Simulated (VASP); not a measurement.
# W (I4/mmm) in VASP: single point with r2SCAN

Aim: the single point of W with r2SCAN.

Program: VASP 6.6.1. These are calculated values, not measurements. Logs are shortened: lines on timing, memory, paths and dates and some standing lists are left out, and cuts for length are marked.

## 1. The cell of the first run

It takes space group I4/mmm (No. 139, tetragonal). Conventional cell: a = 2.691 Å, b = 2.691 Å, c = 4.483 Å, α = 90.00°, β = 90.00°, γ = 90.00°. W (site symmetry 4/mmm) has 12 W at 2.69 to 2.94 Å within 3.5 Å.

## 2. Single point, r2SCAN

File POSCAR:

```
W
1.0
   -1.3456294988      1.3456294988      2.2412846844
    1.3456294988     -1.3456294988      2.2412846844
    1.3456294988      1.3456294988     -2.2412846844
W
1
Direct
    0.0000000000      0.0000000000      0.0000000000
```

File INCAR.step1:

```
  PREC = Accurate
  ENCUT = 520
  ISMEAR = 0
  SIGMA = 0.1
  LREAL = F
  LASPH = T
  NELM = 80
  NBANDS = 13
  GGA = PE
  ALGO = Normal
  EDIFF = 1E-4
  LWAVE = T
  LCHARG = F
```

File INCAR.step2:

```
  PREC = Accurate
  ENCUT = 520
  EDIFF = 1E-6
  ISMEAR = 0
  SIGMA = 0.1
  LREAL = F
  LASPH = T
  NELM = 80
  ALGO = Normal
  ISIF = 2
  LWAVE = F
  LCHARG = T
  METAGGA = R2SCAN
  LMIXTAU = T
  LELF = T
  LVHAR = T
  NBANDS = 13
  ISTART = 1
```

File KPOINTS:

```
regular mesh
0
Gamma
  8 8 8
```

Potentials or basis: VASP PAW PBE potentials, release 64 (W_sv).

On the command line:

```bash
$ cat potpaw_PBE.64/W_sv/POTCAR > POTCAR
$ cp INCAR.step1 INCAR
$ mpirun -np 1 vasp_std > vasp.out
$ cp INCAR.step2 INCAR
$ mpirun -np 1 vasp_std > vasp.out
```

OUTCAR:

```text
PREC = Accurate
   ENCUT = 520
   EDIFF = 1E-6
   ISMEAR = 0
   LREAL = F
   LASPH = T
   NELM = 80
   ISIF = 2
   METAGGA = R2SCAN
   ISTART = 1

 ion  position               nearest neighbor table
   1  0.000  0.000  0.000-

  LATTYP: Found a body centered tetragonal cell.
 ALAT       =     2.6912589976
 C/A-ratio  =     1.6656031147

  Lattice vectors:

 A1 = (  -1.3456294988,   1.3456294988,   2.2412846844)
 A2 = (   1.3456294988,  -1.3456294988,   2.2412846844)
 A3 = (   1.3456294988,   1.3456294988,  -2.2412846844)

Analysis of symmetry for initial positions (statically):
=====================================================================
 Subroutine PRICEL returns:
 Original cell was already a primitive cell.

 Routine SETGRP: Setting up the symmetry group for a
 body centered tetragonal supercell.

 Subroutine GETGRP returns: Found 16 space group operations
 (whereof 16 operations were pure point group operations)
 out of a pool of 16 trial point group operations.

The static configuration has the point symmetry D_4h.

Analysis of symmetry for dynamics (positions and initial velocities):
=====================================================================
 Subroutine PRICEL returns:
 Original cell was already a primitive cell.

 Routine SETGRP: Setting up the symmetry group for a
 body centered tetragonal supercell.

 Subroutine GETGRP returns: Found 16 space group operations
 (whereof 16 operations were pure point group operations)
 out of a pool of 16 trial point group operations.

The dynamic configuration has the point symmetry D_4h.

 Subroutine INISYM returns: Found 16 space group operations
 (whereof 16 operations are pure point group operations),
 and found     1 'primitive' translations

----------------------------------------------------------------------------------------

                                     Primitive cell

  volume of cell :      16.2333

  direct lattice vectors                    reciprocal lattice vectors
    -1.345629499  1.345629499  2.241284684     0.000000000  0.371573305  0.223086341
     1.345629499 -1.345629499  2.241284684     0.371573305  0.000000000  0.223086341
     1.345629499  1.345629499 -2.241284684     0.371573305  0.371573305  0.000000000

  length of vectors
     2.940203145  2.940203145  2.940203145     0.433398473  0.433398473  0.525484007

  position of ions in fractional coordinates (direct lattice)
     0.000000000  0.000000000  0.000000000

  ion indices of the primitive-cell ions
   primitive index   ion index
                 1           1

----------------------------------------------------------------------------------------

 KPOINTS: regular mesh

Automatic generation of k-mesh.
 Grid dimensions read from file:
 generate k-points for:    8    8    8

 Generating k-lattice:

  Cartesian coordinates                     Fractional coordinates (reciprocal lattice)
     0.000000000  0.046446663  0.027885793     0.125000000 -0.000000000  0.000000000
     0.046446663  0.000000000  0.027885793    -0.000000000  0.125000000  0.000000000
     0.046446663  0.046446663  0.000000000     0.000000000  0.000000000  0.125000000

  Length of vectors
     0.054174809  0.054174809  0.065685501

  Shift w.r.t. Gamma in fractional coordinates (k-lattice)
     0.000000000  0.000000000  0.000000000

 Subroutine IBZKPT returns following result:
 ===========================================

 Found     59 irreducible k-points:

 Following reciprocal coordinates:
            Coordinates               Weight
  0.000000  0.000000  0.000000      1.000000
  0.125000  0.000000 -0.000000      8.000000
  0.250000  0.000000 -0.000000      8.000000
  0.375000  0.000000  0.000000      8.000000
  0.500000  0.000000 -0.000000      4.000000
  0.125000  0.125000 -0.000000      8.000000
[... 16 lines left out ...]
  0.250000  0.125000  0.125000     16.000000
  0.375000  0.125000  0.125000      8.000000
 [... further k-points ...]
   k-points           NKPTS =     59   k-points in BZ     NKDIM =     59   number of bands    NBANDS=     13
   number of dos      NEDOS =    301   number of ions     NIONS =      1
   total plane-waves  NPLWV =  13824
   dimension x,y,z NGX =    24 NGY =   24 NGZ =   24
   dimension x,y,z NGXF=    48 NGYF=   48 NGZF=   48
   ions per type =               1
   NGX,Y,Z   is equivalent  to a cutoff of  13.57, 13.57, 13.57 a.u.
   NGXF,Y,Z  is equivalent  to a cutoff of  27.14, 27.14, 27.14 a.u.
 SYSTEM =  unknown system
   PREC   = accura    normal or accurate (medium, high low for compatibility)
   ISTART =      1    job   : 0-new  1-cont  2-samecut
   ICHARG =      0    charge: 1-file 2-atom 10-const
   ISPIN  =      1    spin polarized calculation?
   LNONCOLLINEAR =      F non collinear calculations
   LSORBIT =      F    spin-orbit coupling
   LASPH  =      T    aspherical Exc in radial PAW
   ENCUT  =  520.0 eV  38.22 Ry    6.18 a.u.   5.47  5.47  5.47*2*pi/ulx,y,z
   NELM   =     80;   NELMIN=  2; NELMDL=  0     # of ELM steps
   EDIFF  = 0.1E-05   stopping-criterion for ELM
   LREAL  =      F    real-space projection
   EDIFFG = 0.1E-04   stopping-criterion for IOM
   NSW    =      0    number of steps for IOM
   IBRION =     -1    ionic relax: 0-MD 1-quasi-New 2-CG
   NFREE  =      0    steps in history (QN), initial steepest desc. (CG)
   ISIF   =      2    stress and relaxation
   ISYM   =      2    0-nonsym 1-usesym 2-fastsym
   POTIM  = 0.5000    time-step for ionic-motion
   TEBEG  =    0.0;   TEEND  =   0.0 temperature during run
   PSTRESS=    0.0 pullay stress
   NELECT =      14.0000    total number of electrons
   NUPDOWN=      -1.0000    fix difference up-down
   EMIN   =  10.00;   EMAX   =-10.00  energy-range for DOS
   EFERMI =   0.00;   METHOD = LEGACY
   ISMEAR =     0;   SIGMA  =   0.10  broadening in eV -4-tet -1-fermi 0-gaus
   EFERMI_NEDOS =   21; number of points for ismear=-14 and -15
   IALGO  =     38    algorithm
   IMIX   =      4    mixing-type and parameters
     AMIX     =   0.40;   BMIX     =  1.00
     AMIX_MAG =   1.60;   BMIX_MAG =  1.00
  volume/ion in A,a.u.               =      16.23       109.55
  Fermi-wavevector in a.u.,A,eV,Ry     =   1.558290  2.944740 33.038571  2.428266
  Thomas-Fermi vector in A             =   2.661816
   LORBIT       =      0    0 simple, 1 ext, 2 COOP (PROOUT), +10 PAW based schemes
   METAGGA = R2SCAN    functional components
   LHFCALC =     F    Hartree Fock is set to
   AEXX    =    0.0000 exact exchange contribution
   IVDW    =     0    specifies the selected vdW correction
   LEPSILON=     F    determine dielectric tensor
   LRPA    =     F    only Hartree local field effects (RPA)
 non-spin polarized calculation
 Gauss-broadening in eV      SIGMA  =   0.10
  energy-cutoff  :      520.00
  volume of cell :       16.23
 maximum number of plane-waves:       449
 NGX is ok and might be reduce to    24
   NGX = 11   NGY = 11   NGZ = 11

 number of electron      13.9999999 magnetization

 Free energy of the ion-electron system (eV)
  ---------------------------------------------------
  ext. energy  EPLUGINS =         0.00000000
  ---------------------------------------------------
  free energy    TOTEN  =       -50.93245349 eV

  energy without entropy =      -50.92747792  energy(sigma->0) =      -50.92996571

 E-fermi :  10.9796     XC(G=0): -14.7902

 val. band max:       10.9714432954   @ k =   0.3750   0.1250   0.1250
 cond. band min:      10.9836114584   @ k =   0.0000   0.0000   0.0000
 fundamental gap:      0.0121681630
 Fermi energy:        10.9795655061

 k-point     1 :       0.0000    0.0000    0.0000
  band No.  band energies     occupation
      1     -65.1525      2.00000
      2     -28.1906      2.00000
      3     -27.9756      2.00000
      4     -27.9756      2.00000
      5       0.9715      2.00000
      6       8.2806      2.00000
      7      10.9836      0.95437
      8      10.9836      0.95434
      9      11.1779      0.00503
     10      15.0112      0.00000
     11      24.3070      0.00000
     12      26.3603      0.00000
     13      31.6069      0.00000

 k-point     2 :       0.1250    0.0000   -0.0000
  band No.  band energies     occupation
      1     -65.1326      2.00000
      2     -28.2809      2.00000
      3     -28.1380      2.00000
      4     -27.9797      2.00000
      5       1.6805      2.00000
      6       8.5071      2.00000
      7      10.2798      2.00000
      8      11.2963      0.00001
      9      11.3885      0.00000
     10      14.5053      0.00000
     11      25.5010      0.00000
     12      27.0583      0.00000
     13      29.5399      0.00000

 k-point     3 :       0.2500    0.0000   -0.0000
  band No.  band energies     occupation
      1     -65.0843      2.00000
      2     -28.7254      2.00000
      3     -28.2813      2.00000
      4     -27.9896      2.00000
      5       3.3367      2.00000
      6       8.7902      2.00000
      7       9.1683      2.00000
      8      11.7462      0.00000
      9      12.6659      0.00000
     10      13.9507      0.00000
     11      24.6666      0.00000
     12      27.8600      0.00000
     13      31.6973      0.00000
[... 305 lines left out ...]
 k-point    23 :       0.2500    0.1250    0.1250
  band No.  band energies     occupation
      1     -64.9928      2.00000
      2     -29.0811      2.00000
      3     -28.5634      2.00000
      4     -28.3771      2.00000
      5       5.9822      2.00000
      6       7.9389      2.00000
      7       9.1904      2.00000
      8      11.2095      0.00114
      9      14.3004      0.00000
     10      16.4887      0.00000
     11      23.7131      0.00000
     12      27.9481      0.00000
     13      29.0713      0.00000

 k-point    24 :       0.3750    0.1250    0.1250
  band No.  band energies     occupation
      1     -64.9751      2.00000
      2     -29.2340      2.00000
      3     -28.5513      2.00000
      4     -28.4293      2.00000
      5       6.2067      2.00000
      6       7.5641      2.00000
      7       9.8583      2.00000
      8      10.9714      1.09145
      9      15.1107      0.00000
     10      18.4045      0.00000
     11      21.3487      0.00000
     12      28.3496      0.00000
     13      28.7924      0.00000

 [... further k-points ...]

------------------------ aborting loop because EDIFF is reached ----------------------------------------

  FORCE on cell =-STRESS in cart. coord.  units (eV):
  Direction    XX          YY          ZZ          XY          YZ          ZX
  --------------------------------------------------------------------------------------
  -------------------------------------------------------------------------------------
  Total        0.1253033      0.1253033      0.1003632     -0.0000000      0.0000000      0.0000000
  in kB       12.3670214     12.3670214      9.9055145     -0.0000000      0.0000000      0.0000000
  external PRESSURE =      11.5465191 kB  Pullay stress =       0.0000000 kB

 VOLUME and BASIS-vectors are now :
 -----------------------------------------------------------------------------
  energy-cutoff  :      520.00
  volume of cell :       16.23
      direct lattice vectors                 reciprocal lattice vectors
    -1.345629499  1.345629499  2.241284684     0.000000000  0.371573305  0.223086341
     1.345629499 -1.345629499  2.241284684     0.371573305  0.000000000  0.223086341
     1.345629499  1.345629499 -2.241284684     0.371573305  0.371573305  0.000000000

 POSITION                                       TOTAL-FORCE (eV/Angst)
 -----------------------------------------------------------------------------------
      0.00000      0.00000      0.00000         0.000000      0.000000      0.000000
 -----------------------------------------------------------------------------------
    total drift:                                0.000000      0.000000     -0.000000

  FREE ENERGIE OF THE ION-ELECTRON SYSTEM (eV)
  ---------------------------------------------------
  free  energy   TOTEN  =       -50.9324534917 eV

  energy  without entropy=      -50.9274779224  energy(sigma->0) =      -50.92996571
```

Wall time 73 s (1 thread of Intel Xeon 8259CL, shared host); peak memory 0.15 GiB.

What came out:

```yaml
Free_energy: -50.9325 eV
Pressure: 1.2 GPa
Band_gap_on_the_k_mesh: zero (bands 7 and 8 overlap by 4.03 eV)
```

Stress tensor (GPa, compression positive):
```
1.24 0.00 0.00
0.00 1.24 0.00
0.00 0.00 0.99
```

Caveat: the PAW data sets were made with another functional, which shifts forces and pressure a little; spin-orbit coupling is left out, which moves the levels of the heavy elements.
